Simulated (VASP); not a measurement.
# InP: single point with HSE06

Crystal: InP.

```xyz
2
Lattice="0.0000 3.0424 2.8530 3.0424 0.0000 2.8530 3.0424 3.0424 0.0000" Properties=species:S:1:pos:R:3 pbc="T T T"
In    0.0000    0.0000    0.0000
P     1.5212    1.5212    1.4265
```

This cell differs from its parent crystal: epitaxial xy strain +3.0%.

| Item | Value |
| --- | --- |
| Program | VASP 6.6.1 |
| Task | single point |
| Functional | HSE06 |
| Potentials or basis | VASP PAW PBE potentials, release 64 (In_d, P) |
| Cutoff | 520 eV |
| k mesh | 6 × 6 × 6 |
| Occupations | gaussian, width 0.01 eV |
| Spin | no spin polarisation |
| Dipole correction | no |
| Grid for exact exchange (PRECFOCK) | Normal |
| Further INCAR settings | ALGO = Normal; EDIFF = 1e-07; NBANDS = 16 |
| Share of exact exchange | 0.25 |
| Screening parameter | 0.2079 1/Å |

```json
{"Pressure": "-2.0 GPa", "Band gap on the k mesh": "1.00 eV"}
```

Stress tensor (GPa, compression positive):
```
-2.91  0.00  0.00
 0.00 -2.91  0.00
 0.00  0.00 -0.17
```

Levels at points of the mesh, in eV from the valence-band top:
| k point | band 5 | band 6 | band 7 | band 8 | band 9 | band 10 | band 11 | band 12 | band 13 | band 14 |
| --- | --- | --- | --- | --- | --- | --- | --- | --- | --- | --- |
| (0.00, 0.00, 0.00) | -15.86 | -12.58 | -0.28 | -0.28 | 0.00 | 1.00 | 4.68 | 4.78 | 4.78 | 9.12 |
| (0.50, 0.00, 0.00) | -15.84 | -10.87 | -6.16 | -1.37 | -0.96 | 1.88 | 5.23 | 5.75 | 7.77 | 10.06 |
| (0.50, 0.50, 0.00) | -15.82 | -10.08 | -5.93 | -2.79 | -2.79 | 2.05 | 2.40 | 10.28 | 10.33 | 10.33 |
| (0.50, 0.00, 0.50) | -15.84 | -10.29 | -6.33 | -2.44 | -2.39 | 2.37 | 3.00 | 9.66 | 10.01 | 10.41 |

Run time: 25 min on 4 MPI ranks on Intel(R) Xeon(R) Platinum 8259CL CPU @ 2.50GHz (Skylake/Cascade Lake), on a shared host, peak memory 0.3 GiB a rank.

Caveat: the cell differs from its parent crystal (epitaxial xy strain +3.0%); the PAW data sets were made with another functional, which shifts forces and pressure a little; spin-orbit coupling is left out, which moves the levels of the heavy elements.
